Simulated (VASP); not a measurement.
A run of VASP 6.6.1 is set up as follows.

File INCAR:

```
SYSTEM = Rh
PREC = Accurate ; ENCUT = 520
EDIFF = 1E-6 ; ISMEAR = 0
SIGMA = 0.1 ; LREAL = .FALSE.
LASPH = .TRUE. ; NELM = 80
ALGO = Fast ; ISIF = 2
LWAVE = .FALSE. ; LCHARG = .FALSE.
GGA = PE ; NBANDS = 70
```

File KPOINTS:

```
regular mesh
0
G
  8 8 8
  0 0 0
```

Contents of POSCAR:

```
Rh
1.0
    4.8823575246      0.0000000000      0.0000000000
    0.0000000000      4.8823575246      0.0000000000
    0.0000000000      0.0000000000      4.8823575246
Rh
8
Direct
    0.5000000000      0.5000000000      0.5000000000
    0.0000000000      0.0000000000      0.0000000000
    0.2500000000      0.0000000000      0.5000000000
    0.5000000000      0.2500000000      0.0000000000
    0.5000000000      0.7500000000      0.0000000000
    0.7500000000      0.0000000000      0.5000000000
    0.0000000000      0.5000000000      0.7500000000
    0.0000000000      0.5000000000      0.2500000000
```

Potentials or basis: VASP PAW PBE potentials, release 64 (Rh_pv).

The run is started by

```console
$ cat potpaw_PBE.64/Rh_pv/POTCAR > POTCAR
$ mpirun -np 1 vasp_std > vasp.out
```

(1) Estimate the pressure.

(2) Predict the band gap on the k mesh.

Answers

(1) 0.1 GPa.

(2) zero (bands 60 and 61 overlap by 0.39 eV).
